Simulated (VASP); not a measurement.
# V (Fmmm) in VASP: notebook

Runs on V. Level: PBE. Tasks: single point.

Everything below comes from runs of VASP 6.6.1. Logs are shortened: lines on timing, memory, paths and dates and some standing lists are left out, and cuts for length are marked.

**1. The cell of the first run**

The structure is orthorhombic, space group Fmmm (No. 69). The conventional cell has a = 3.026 Å, b = 4.159 Å, c = 4.400 Å, α = 90.00°, β = 90.00°, γ = 90.00°. V (site symmetry mmm) has 14 V at 2.57 to 3.03 Å within 3.4 Å.

**2. Single point, PBE (strain +0.0562 x Voigt [0, 0, 0, 0, 0, 1])**

INCAR

```
PREC = Accurate ; ENCUT = 520
EDIFF = 1E-7 ; ISMEAR = 0
SIGMA = 0.15 ; LREAL = False
LASPH = True ; NELM = 80
ALGO = Fast ; ISIF = 2
LWAVE = False ; LCHARG = False
GGA = PE ; NBANDS = 12
```

KPOINTS

```
regular mesh
0
Gamma
  22 22 22
```

POSCAR

```
V
1.0
   -1.4704847000      1.4704847000      1.5130000000
    1.4704847000     -1.4704847000      1.5130000000
    1.5555153000      1.5555153000     -1.5130000000
V
1
Direct
    0.0000000000      0.0000000000      0.0000000000
```

Potentials or basis: VASP PAW PBE potentials, release 64 (V_sv).

Started as:

```sh
> cat potpaw_PBE.64/V_sv/POTCAR > POTCAR
> mpirun -np 1 vasp_std > vasp.out
```

OUTCAR:

```text
PREC = Accurate
   ENCUT = 520
   EDIFF = 1E-7
   ISMEAR = 0
   LREAL = False
   LASPH = True
   NELM = 80
   ISIF = 2
   GGA = PE

 ion  position               nearest neighbor table
   1  0.000  0.000  0.000-

  LATTYP: Found a face centered orthorhombic cell.
 ALAT       =     3.0260000000
 B/A-ratio  =     1.3744741613
 C/A-ratio  =     1.4539529635

  Lattice vectors:

 A1 = (   3.0260000000,   0.0850306000,   0.0000000000)
 A2 = (   1.5555153000,   1.5555153000,   1.5130000000)
 A3 = (   1.4704847000,  -1.4704847000,   1.5130000000)

Analysis of symmetry for initial positions (statically):
=====================================================================
 Subroutine PRICEL returns:
 Original cell was already a primitive cell.

 Routine SETGRP: Setting up the symmetry group for a
 face centered orthorhombic supercell.

 Subroutine GETGRP returns: Found  8 space group operations
 (whereof  8 operations were pure point group operations)
 out of a pool of  8 trial point group operations.

The static configuration has the point symmetry D_2h.

Analysis of symmetry for dynamics (positions and initial velocities):
=====================================================================
 Subroutine PRICEL returns:
 Original cell was already a primitive cell.

 Routine SETGRP: Setting up the symmetry group for a
 face centered orthorhombic supercell.

 Subroutine GETGRP returns: Found  8 space group operations
 (whereof  8 operations were pure point group operations)
 out of a pool of  8 trial point group operations.

The dynamic configuration has the point symmetry D_2h.

 Subroutine INISYM returns: Found  8 space group operations
 (whereof  8 operations are pure point group operations),
 and found     1 'primitive' translations

----------------------------------------------------------------------------------------

                                     Primitive cell

  volume of cell :      13.8431

  direct lattice vectors                    reciprocal lattice vectors
    -1.470484700  1.470484700  1.513000000    -0.009293525  0.330730414  0.330469266
     1.470484700 -1.470484700  1.513000000     0.330730414 -0.009293525  0.330469266
     1.555515300  1.555515300 -1.513000000     0.321436890  0.321436890  0.000000000

  length of vectors
     2.571734727  2.571734727  2.669910990     0.467631172  0.467631172  0.454580409

  position of ions in fractional coordinates (direct lattice)
     0.000000000  0.000000000  0.000000000

  ion indices of the primitive-cell ions
   primitive index   ion index
                 1           1

----------------------------------------------------------------------------------------

 KPOINTS: regular mesh

Automatic generation of k-mesh.
 Grid dimensions read from file:
 generate k-points for:   22   22   22

 Generating k-lattice:

  Cartesian coordinates                     Fractional coordinates (reciprocal lattice)
    -0.000422433  0.015033201  0.015021330     0.045454545 -0.000000000  0.000000000
     0.015033201 -0.000422433  0.015021330    -0.000000000  0.045454545  0.000000000
     0.014610768  0.014610768  0.000000000     0.000000000  0.000000000  0.045454545

  Length of vectors
     0.021255962  0.021255962  0.020662746

  Shift w.r.t. Gamma in fractional coordinates (k-lattice)
     0.000000000  0.000000000  0.000000000

 Subroutine IBZKPT returns following result:
 ===========================================

 Found   1530 irreducible k-points:

 Following reciprocal coordinates:
            Coordinates               Weight
  0.000000  0.000000  0.000000      1.000000
  0.045455  0.000000 -0.000000      8.000000
  0.090909  0.000000 -0.000000      8.000000
  0.136364 -0.000000  0.000000      8.000000
  0.181818 -0.000000  0.000000      8.000000
  0.227273  0.000000 -0.000000      8.000000
[... 16 lines left out ...]
  0.500000  0.045455 -0.000000      8.000000
 -0.454545  0.045455  0.000000      8.000000
 [... further k-points ...]
   k-points           NKPTS =   1530   k-points in BZ     NKDIM =   1530   number of bands    NBANDS=     12
   number of dos      NEDOS =    301   number of ions     NIONS =      1
   total plane-waves  NPLWV =   8000
   dimension x,y,z NGX =    20 NGY =   20 NGZ =   20
   dimension x,y,z NGXF=    40 NGYF=   40 NGZF=   40
   ions per type =               1
   NGX,Y,Z   is equivalent  to a cutoff of  12.93, 12.93, 12.45 a.u.
   NGXF,Y,Z  is equivalent  to a cutoff of  25.86, 25.86, 24.91 a.u.
 SYSTEM =  unknown system
   PREC   = accura    normal or accurate (medium, high low for compatibility)
   ISTART =      0    job   : 0-new  1-cont  2-samecut
   ICHARG =      2    charge: 1-file 2-atom 10-const
   ISPIN  =      1    spin polarized calculation?
   LNONCOLLINEAR =      F non collinear calculations
   LSORBIT =      F    spin-orbit coupling
   LASPH  =      T    aspherical Exc in radial PAW
   ENCUT  =  520.0 eV  38.22 Ry    6.18 a.u.   4.78  4.78  4.96*2*pi/ulx,y,z
   NELM   =     80;   NELMIN=  2; NELMDL= -5     # of ELM steps
   EDIFF  = 0.1E-06   stopping-criterion for ELM
   LREAL  =      F    real-space projection
   EDIFFG = 0.1E-05   stopping-criterion for IOM
   NSW    =      0    number of steps for IOM
   IBRION =     -1    ionic relax: 0-MD 1-quasi-New 2-CG
   NFREE  =      0    steps in history (QN), initial steepest desc. (CG)
   ISIF   =      2    stress and relaxation
   ISYM   =      2    0-nonsym 1-usesym 2-fastsym
   POTIM  = 0.5000    time-step for ionic-motion
   TEBEG  =    0.0;   TEEND  =   0.0 temperature during run
   PSTRESS=    0.0 pullay stress
   NELECT =      13.0000    total number of electrons
   NUPDOWN=      -1.0000    fix difference up-down
   EMIN   =  10.00;   EMAX   =-10.00  energy-range for DOS
   EFERMI =   0.00;   METHOD = LEGACY
   ISMEAR =     0;   SIGMA  =   0.15  broadening in eV -4-tet -1-fermi 0-gaus
   EFERMI_NEDOS =   21; number of points for ismear=-14 and -15
   IALGO  =     68    algorithm
   IMIX   =      4    mixing-type and parameters
     AMIX     =   0.40;   BMIX     =  1.00
     AMIX_MAG =   1.60;   BMIX_MAG =  1.00
  volume/ion in A,a.u.               =      13.84        93.42
  Fermi-wavevector in a.u.,A,eV,Ry     =   1.603164  3.029541 34.968822  2.570136
  Thomas-Fermi vector in A             =   2.699870
   LORBIT       =      0    0 simple, 1 ext, 2 COOP (PROOUT), +10 PAW based schemes
   GGA     = PE    functional components
   LHFCALC =     F    Hartree Fock is set to
   AEXX    =    0.0000 exact exchange contribution
   IVDW    =     0    specifies the selected vdW correction
   LEPSILON=     F    determine dielectric tensor
   LRPA    =     F    only Hartree local field effects (RPA)
 non-spin polarized calculation
 RMM-DIIS sequential band-by-band and
 Gauss-broadening in eV      SIGMA  =   0.15
  energy-cutoff  :      520.00
  volume of cell :       13.84
 maximum number of plane-waves:       387
   NGX =  9   NGY =  9   NGZ =  9

 number of electron      12.9999997 magnetization

 Free energy of the ion-electron system (eV)
  ---------------------------------------------------
  ext. energy  EPLUGINS =         0.00000000
  ---------------------------------------------------
  free energy    TOTEN  =        -8.99350490 eV

  energy without entropy =       -8.97212128  energy(sigma->0) =       -8.98281309

 E-fermi :   9.3786     XC(G=0): -12.7544

 val. band max:        9.3765516073   @ k =  -0.3636   0.2727   0.0000
 cond. band min:       9.3790959016   @ k =   0.5000   0.5000   0.1364
 fundamental gap:      0.0025442943
 Fermi energy:         9.3785534322

 k-point     1 :       0.0000    0.0000    0.0000
  band No.  band energies     occupation
      1     -54.3766      2.00000
      2     -27.7871      2.00000
      3     -27.7108      2.00000
      4     -27.6483      2.00000
      5       2.8484      2.00000
      6       9.4838      0.32093
      7       9.7201      0.00128
      8      10.0728      0.00000
      9      11.7328      0.00000
     10      11.7894      0.00000
     11      28.9613      0.00000
     12      29.6671      0.00000

 k-point     2 :       0.0455    0.0000   -0.0000
  band No.  band energies     occupation
      1     -54.3730      2.00000
      2     -27.7933      2.00000
      3     -27.7201      2.00000
      4     -27.6558      2.00000
      5       2.9303      2.00000
      6       9.4885      0.29984
      7       9.7333      0.00082
      8      10.0725      0.00000
      9      11.6987      0.00000
     10      11.7833      0.00000
     11      28.9597      0.00000
     12      29.5790      0.00000

 k-point     3 :       0.0909    0.0000   -0.0000
  band No.  band energies     occupation
      1     -54.3625      2.00000
      2     -27.8173      2.00000
      3     -27.7490      2.00000
      4     -27.6701      2.00000
      5       3.1716      2.00000
      6       9.4667      0.40592
      7       9.7568      0.00036
      8      10.1168      0.00000
      9      11.6006      0.00000
     10      11.7811      0.00000
     11      28.8145      0.00000
     12      29.3405      0.00000

 k-point     4 :       0.1364   -0.0000    0.0000
  band No.  band energies     occupation
      1     -54.3459      2.00000
      2     -27.8750      2.00000
      3     -27.7849      2.00000
      4     -27.6815      2.00000
      5       3.5591      2.00000
      6       9.3812      0.98000
      7       9.7092      0.00182
      8      10.3083      0.00000
      9      11.4864      0.00000
     10      11.7881      0.00000
     11      28.1879      0.00000
     12      29.0936      0.00000

 k-point     5 :       0.1818   -0.0000    0.0000
  band No.  band energies     occupation
      1     -54.3246      2.00000
      2     -27.9681      2.00000
      3     -27.8180      2.00000
      4     -27.6893      2.00000
      5       4.0677      2.00000
      6       9.2388      1.81230
      7       9.5793      0.05846
      8      10.6428      0.00000
      9      11.4136      0.00000
     10      11.8067      0.00000
     11      27.1517      0.00000
     12      28.6475      0.00000
[... 228 lines left out ...]
      1     -54.2046      2.00000
      2     -28.5024      2.00000
      3     -27.9808      2.00000
      4     -27.7161      2.00000
      5       6.3203      2.00000
      6       8.3599      2.00000
      7      10.3473      0.00000
      8      11.7023      0.00000
      9      12.1099      0.00000
     10      13.2100      0.00000
     11      19.9267      0.00000
     12      25.1494      0.00000

 k-point    22 :       0.4545    0.0455   -0.0000
  band No.  band energies     occupation
      1     -54.1967      2.00000
      2     -28.5379      2.00000
      3     -27.9900      2.00000
      4     -27.7160      2.00000
      5       6.3444      2.00000
      6       8.3094      2.00000
      7      10.6719      0.00000
      8      11.7106      0.00000
      9      12.1645      0.00000
     10      13.4313      0.00000
     11      19.3035      0.00000
     12      24.9527      0.00000

 k-point    23 :       0.5000    0.0455   -0.0000
  band No.  band energies     occupation
      1     -54.1961      2.00000
      2     -28.5419      2.00000
      3     -27.9892      2.00000
      4     -27.7154      2.00000
      5       6.3494      2.00000
      6       8.3098      2.00000
      7      10.6570      0.00000
      8      11.7134      0.00000
      9      12.1568      0.00000
     10      13.4638      0.00000
     11      19.2842      0.00000
     12      24.9585      0.00000

 k-point    24 :      -0.4545    0.0455    0.0000
  band No.  band energies     occupation
      1     -54.2027      2.00000
      2     -28.5139      2.00000
      3     -27.9785      2.00000
      4     -27.7144      2.00000
      5       6.3358      2.00000
      6       8.3613      2.00000
      7      10.3120      0.00000
      8      11.7059      0.00000
      9      12.0927      0.00000
     10      13.2851      0.00000
     11      19.8776      0.00000
     12      25.1692      0.00000

 [... further k-points ...]

------------------------ aborting loop because EDIFF is reached ----------------------------------------

  FORCE on cell =-STRESS in cart. coord.  units (eV):
  Direction    XX          YY          ZZ          XY          YZ          ZX
  --------------------------------------------------------------------------------------
  -------------------------------------------------------------------------------------
  Total       -0.4054657     -0.4054657     -0.3655107     -0.1002195     -0.0000000     -0.0000000
  in kB      -46.9278838    -46.9278838    -42.3035671    -11.5992244     -0.0000000     -0.0000000
  external PRESSURE =     -45.3864449 kB  Pullay stress =       0.0000000 kB

 VOLUME and BASIS-vectors are now :
 -----------------------------------------------------------------------------
  energy-cutoff  :      520.00
  volume of cell :       13.84
      direct lattice vectors                 reciprocal lattice vectors
    -1.470484700  1.470484700  1.513000000    -0.009293525  0.330730414  0.330469266
     1.470484700 -1.470484700  1.513000000     0.330730414 -0.009293525  0.330469266
     1.555515300  1.555515300 -1.513000000     0.321436890  0.321436890  0.000000000

 POSITION                                       TOTAL-FORCE (eV/Angst)
 -----------------------------------------------------------------------------------
      0.00000      0.00000      0.00000         0.000000     -0.000000     -0.000000
 -----------------------------------------------------------------------------------
    total drift:                                0.000000     -0.000000      0.000000

  FREE ENERGIE OF THE ION-ELECTRON SYSTEM (eV)
  ---------------------------------------------------
  free  energy   TOTEN  =        -8.9935048988 eV

  energy  without entropy=       -8.9721212764  energy(sigma->0) =       -8.98281309
```

It took 2.4 min on 1 thread of Intel Xeon Platinum 8488C (Sapphire Rapids), shared host; peak memory 0.34 GiB.

Results:

```yaml
Free_energy: -8.9935 eV
Pressure: -4.5 GPa
Band_gap_on_the_k_mesh: zero (an odd number of electrons rules out a gap without spin polarisation)
```

Stress tensor (GPa, compression positive):
```
-4.69 -1.16  0.00
-1.16 -4.69  0.00
 0.00  0.00 -4.23
```

Caveat: the cell differs from its parent crystal (strain +0.0562 x Voigt [0, 0, 0, 0, 0, 1]); the cell stands under tension.

**3. Single point, PBE (strain +0.0375 x Voigt [0, 0, 0, 0, 0, 1])**

INCAR

```
  ALGO = Fast
  EDIFF = 1E-6
  ENCUT = 520
  GGA = PE
  ISIF = 2
  ISMEAR = 0
  LASPH = T
  LCHARG = F
  LREAL = F
  LWAVE = F
  NBANDS = 12
  NELM = 80
  PREC = Accurate
  SIGMA = 0.15
```

KPOINTS

```
k-points
0
Gamma
  22 22 22
```

POSCAR

```
V
1.0
   -1.4846312500      1.4846312500      1.5130000000
    1.4846312500     -1.4846312500      1.5130000000
    1.5413687500      1.5413687500     -1.5130000000
V
1
Direct
    0.0000000000      0.0000000000      0.0000000000
```

Potentials or basis: VASP PAW PBE potentials, release 64 (V_sv).

Started as:

```sh
> cat potpaw_PBE.64/V_sv/POTCAR > POTCAR
> mpirun -np 1 vasp_std > vasp.out
```

It took 2.4 min on 1 thread of Intel Xeon Platinum 8488C (Sapphire Rapids), shared host; peak memory 0.34 GiB.

Results (log left out):

- Free energy: -8.9949 eV
- Pressure: -4.6 GPa
- Band gap on the k mesh: zero (an odd number of electrons rules out a gap without spin polarisation)

Stress tensor (GPa, compression positive):
```
-4.65 -0.79  0.00
-0.79 -4.65  0.00
 0.00  0.00 -4.42
```

Levels at points of the mesh, in eV from the Fermi level:
| k point | band 3 | band 4 | band 5 | band 6 | band 7 | band 8 | band 9 | band 10 | band 11 | band 12 |
| --- | --- | --- | --- | --- | --- | --- | --- | --- | --- | --- |
| (0.00, 0.00, 0.00) | -37.10 | -37.06 | -6.53 | 0.20 | 0.37 | 0.60 | 2.35 | 2.37 | 19.81 | 20.27 |
| (0.50, 0.00, 0.00) | -37.36 | -37.10 | -3.08 | -1.09 | 1.54 | 2.34 | 2.68 | 3.95 | 9.83 | 15.61 |
| (0.50, 0.50, 0.00) | -37.40 | -37.14 | -3.08 | -1.02 | 1.87 | 2.23 | 2.54 | 4.08 | 10.17 | 15.37 |
| (0.00, 0.00, 0.50) | -37.32 | -37.07 | -3.10 | -1.15 | 1.23 | 2.46 | 2.82 | 3.85 | 9.48 | 15.99 |
| (0.50, 0.50, 0.50) | -37.67 | -37.63 | -2.88 | -2.87 | 3.40 | 3.58 | 3.77 | 9.85 | 9.94 | 10.07 |

Caveat: the cell differs from its parent crystal (strain +0.0375 x Voigt [0, 0, 0, 0, 0, 1]); the cell stands under tension.
